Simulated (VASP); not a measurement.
# Mg2NCl (R-3m) in VASP: notebook, part 2 of 2

VASP 6.6.1. Earlier steps stand in the parts before.

**6. Single point, r2SCAN**

The input, POSCAR:

```
Mg2NCl
1.0
    1.6466125281      0.9506721863      5.9379615086
   -1.6466125281      0.9506721863      5.9379615086
    0.0000000000     -1.9013443726      5.9379615086
Mg N Cl
2 1 1
Direct
    0.2229104120      0.2229104120      0.2229104120
    0.7770895880      0.7770895880      0.7770895880
    0.5000000000      0.5000000000      0.5000000000
    0.0000000000      0.0000000000      0.0000000000
```

The input, INCAR.step1:

```
SYSTEM = Mg2NCl
  PREC = Accurate
  ENCUT = 520
  ISMEAR = -1
  SIGMA = 0.02
  LREAL = .FALSE.
  LASPH = .TRUE.
  NELM = 100
  NBANDS = 16
  GGA = PE
  ALGO = Normal
  EDIFF = 1E-4
  LWAVE = .TRUE.
  LCHARG = .FALSE.
```

The input, INCAR.step2:

```
SYSTEM = Mg2NCl
  PREC = Accurate
  ENCUT = 520
  EDIFF = 1E-7
  ISMEAR = -1
  SIGMA = 0.02
  LREAL = .FALSE.
  LASPH = .TRUE.
  NELM = 100
  ALGO = Normal
  ISIF = 2
  LWAVE = .FALSE.
  LCHARG = .TRUE.
  METAGGA = R2SCAN
  LMIXTAU = .TRUE.
  LELF = .TRUE.
  LVHAR = .TRUE.
  NBANDS = 16
  ISTART = 1
```

The input, KPOINTS:

```
Automatic mesh
0
G
  8 8 8
  0 0 0
```

Potentials or basis: VASP PAW PBE potentials, release 64 (Mg, N, Cl).

Started as:

```sh
cat potpaw_PBE.64/Mg/POTCAR potpaw_PBE.64/N/POTCAR potpaw_PBE.64/Cl/POTCAR > POTCAR
cp INCAR.step1 INCAR
mpirun -np 1 vasp_std > vasp.out
cp INCAR.step2 INCAR
mpirun -np 1 vasp_std > vasp.out
```

OUTCAR:

```text
SYSTEM = Mg2NCl
   PREC = Accurate
   ENCUT = 520
   EDIFF = 1E-7
   ISMEAR = -1
   LREAL = .FALSE.
   LASPH = .TRUE.
   NELM = 100
   ISIF = 2
   METAGGA = R2SCAN
   ISTART = 1

 ion  position               nearest neighbor table
   1  0.223  0.223  0.223-   3 2.15   3 2.15   3 2.15   4 2.74   4 2.74   4 2.74   2 2.76   2 2.76
                             2 2.76
   2  0.777  0.777  0.777-   3 2.15   3 2.15   3 2.15   4 2.74   4 2.74   4 2.74   1 2.76   1 2.76
[... 660 lines left out ...]
  Direction    XX          YY          ZZ          XY          YZ          ZX
  --------------------------------------------------------------------------------------
  -------------------------------------------------------------------------------------
  Total       -0.1753272     -0.1753272     -0.2228307     -0.0000000      0.0000000      0.0000000
  in kB       -5.0367329     -5.0367329     -6.4013981     -0.0000000      0.0000000      0.0000000
  external PRESSURE =      -5.4916213 kB  Pullay stress =       0.0000000 kB

 VOLUME and BASIS-vectors are now :
 -----------------------------------------------------------------------------
  energy-cutoff  :      520.00
  volume of cell :       55.77
      direct lattice vectors                 reciprocal lattice vectors
     1.646612528  0.950672186  5.937961509     0.303653708  0.175314550  0.056135988
    -1.646612528  0.950672186  5.937961509    -0.303653708  0.175314550  0.056135988
     0.000000000 -1.901344373  5.937961509     0.000000000 -0.350629100  0.056135988

 POSITION                                       TOTAL-FORCE (eV/Angst)
 -----------------------------------------------------------------------------------
      0.00000      0.00000      3.97090        -0.000000      0.000000     -0.067915
      0.00000      0.00000     13.84298        -0.000000     -0.000000      0.067915
      0.00000      0.00000      8.90694        -0.000000      0.000000     -0.000000
      0.00000      0.00000      0.00000         0.000000      0.000000     -0.000000
 -----------------------------------------------------------------------------------
    total drift:                                0.000000      0.000000     -0.000000

  FREE ENERGIE OF THE ION-ELECTRON SYSTEM (eV)
  ---------------------------------------------------
  free  energy   TOTEN  =       -29.0836763812 eV

  energy  without entropy=      -29.0836763812  energy(sigma->0) =      -29.08367638
```

OUTCAR.step1:

```text
SYSTEM = Mg2NCl
   PREC = Accurate
   ENCUT = 520
   ISMEAR = -1
   LREAL = .FALSE.
   LASPH = .TRUE.
[... 687 lines left out ...]
      0.00000      0.00000     13.84298         0.000000     -0.000000     -0.041655
      0.00000      0.00000      8.90694         0.000000     -0.000000      0.000000
      0.00000      0.00000      0.00000         0.000000      0.000000     -0.000000
 -----------------------------------------------------------------------------------
    total drift:                                0.000000      0.000000     -0.000000

  FREE ENERGIE OF THE ION-ELECTRON SYSTEM (eV)
  ---------------------------------------------------
  free  energy   TOTEN  =       -17.7963390926 eV

  energy  without entropy=      -17.7963390926  energy(sigma->0) =      -17.79633909
```

Wall time 10 min (1 thread of Intel Xeon Platinum 8488C (Sapphire Rapids), shared host); peak memory 0.39 GiB.

Results:

```
Free energy            : -29.0837 eV
Pressure               : -0.5 GPa
Largest force          : 0.068 eV/Å
Band gap on the k mesh : 3.08 eV
```

Forces on the atoms (eV/Å):
```
Mg   0.000  0.000 -0.068
Mg   0.000  0.000  0.068
N    0.000  0.000  0.000
Cl   0.000  0.000  0.000
```

Stress tensor (GPa, compression positive):
```
-0.50  0.00  0.00
 0.00 -0.50  0.00
 0.00  0.00 -0.64
```

Levels at points of the mesh, in eV from the valence-band top:
| k point | band 4 | band 5 | band 6 | band 7 | band 8 | band 9 | band 10 | band 11 | band 12 | band 13 |
| --- | --- | --- | --- | --- | --- | --- | --- | --- | --- | --- |
| (0.00, 0.00, 0.00) | -2.64 | -2.64 | -1.05 | 0.00 | 0.00 | 3.08 | 6.09 | 9.56 | 9.61 | 10.08 |
| (0.50, 0.00, 0.00) | -4.96 | -3.96 | -3.49 | -1.50 | -0.81 | 4.95 | 6.61 | 6.90 | 8.16 | 8.22 |
| (0.50, 0.50, 0.00) | -5.49 | -3.51 | -3.13 | -0.84 | -0.75 | 3.81 | 4.66 | 5.95 | 9.51 | 10.21 |
| (0.50, 0.50, 0.50) | -2.65 | -2.63 | -2.63 | -0.03 | -0.03 | 5.43 | 5.73 | 7.79 | 9.19 | 10.25 |

Caveat: the PAW data sets were made with another functional, which shifts forces and pressure a little. A k mesh can miss the band edges.

**7. The runs side by side**

```tsv
level	potentials or basis	cell	k mesh	smearing	gap on the mesh (eV)	pressure (GPa)	largest force (eV/Å)
PBE	VASP PAW PBE potentials, release 64 (Mg, N, Cl)	a = 6.235 Å, angles 30.6°, 4 atoms	6 × 6 × 6	gaussian 0.01 eV	2.39	2.1	0.04
LDA	VASP PAW LDA potentials, release 64 (Mg, N, Cl)	a = 6.141 Å, angles 30.7°, 4 atoms	8 × 8 × 8	fermi-dirac 0.02 eV	2.60	-0.7	0.04
PBEsol	VASP PAW PBE potentials, release 64 (Mg, N, Cl)	a = 6.228 Å, angles 30.6°, 4 atoms	8 × 8 × 8	fermi-dirac 0.02 eV	2.33	-0.2	0.05
PBE	VASP PAW PBE potentials, release 64 (Mg, N, Cl)	a = 6.306 Å, angles 30.5°, 4 atoms	8 × 8 × 8	fermi-dirac 0.02 eV	2.20	-0.4	0.05
r2SCAN	VASP PAW PBE potentials, release 64 (Mg, N, Cl)	a = 6.235 Å, angles 30.6°, 4 atoms	8 × 8 × 8	fermi-dirac 0.02 eV	3.08	-0.5	0.07
```

Alike in all rows: task single point; no spin polarisation; cutoff (eV) 520.

Caveats: the PAW data sets were made with another functional, which shifts forces and pressure a little (at least some runs).

Absolute energies hang on the potentials; compare differences alone.
